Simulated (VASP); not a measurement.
Set up this calculation in VASP 6.6.1, as the native input.

```yaml
Task: single point
Functional: r2SCAN
Potentials_or_basis: VASP PAW PBE potentials, release 64 (Te, Mo_sv)
Cutoff: 520 eV
k_mesh: 12 × 12 × 2
Occupations: gaussian, width 0.02 eV
Spin: no spin polarisation
Dipole_correction: no
Further_INCAR_settings: ALGO = Normal; EDIFF = 1e-06; NBANDS = 35
```

The system is Te2Mo.

```
Te Mo
1.0
     3.56325    0.00000    0.00000
    -1.78163    3.08587    0.00000
     0.00000    0.00000   14.73189
Te Mo
4 2
Direct
  0.33333 0.66667 0.62852
  0.66667 0.33333 0.12852
  0.66667 0.33333 0.37148
  0.33333 0.66667 0.87148
  0.33333 0.66667 0.25000
  0.66667 0.33333 0.75000
```

These files were run (other wordings do the same):

POSCAR

```
Te2Mo
1.0
    3.5632533183      0.0000000000      0.0000000000
   -1.7816266592      3.0858678938      0.0000000000
    0.0000000000      0.0000000000     14.7318860800
Te Mo
4 2
Direct
    0.3333333333      0.6666666667      0.6285175470
    0.6666666667      0.3333333333      0.1285175470
    0.6666666667      0.3333333333      0.3714824530
    0.3333333333      0.6666666667      0.8714824530
    0.3333333333      0.6666666667      0.2500000000
    0.6666666667      0.3333333333      0.7500000000
```

INCAR.step1

```
  PREC = Accurate
  ENCUT = 520
  ISMEAR = 0
  SIGMA = 0.02
  LREAL = F
  LASPH = T
  NELM = 80
  NBANDS = 35
  GGA = PE
  ALGO = Normal
  EDIFF = 1E-4
  LWAVE = T
  LCHARG = F
```

INCAR.step2

```
  PREC = Accurate
  ENCUT = 520
  EDIFF = 1E-6
  ISMEAR = 0
  SIGMA = 0.02
  LREAL = F
  LASPH = T
  NELM = 80
  ALGO = Normal
  ISIF = 2
  LWAVE = F
  LCHARG = F
  METAGGA = R2SCAN
  LMIXTAU = T
  NBANDS = 35
  ISTART = 1
```

KPOINTS

```
Automatic mesh
0
Gamma
  12 12 2
```

Potentials or basis: VASP PAW PBE potentials, release 64 (Te, Mo_sv).

Command:

```sh
$ cat potpaw_PBE.64/Te/POTCAR potpaw_PBE.64/Mo_sv/POTCAR > POTCAR
$ cp INCAR.step1 INCAR
$ mpirun -np 1 vasp_std > vasp.out
$ cp INCAR.step2 INCAR
$ mpirun -np 1 vasp_std > vasp.out
```

It gave:

| Item | Value |
| --- | --- |
| Pressure | 0.1 GPa |
| Largest force | 0.026 eV/Å |
| Band gap on the k mesh | 1.05 eV (least direct gap 1.06 eV) |

Caveat: the PAW data sets were made with another functional, which shifts forces and pressure a little; spin-orbit coupling is left out, which moves the levels of the heavy elements.

Run time: 25 min on 1 thread of Intel Xeon 8259CL, on a shared host, peak memory 0.43 GiB.
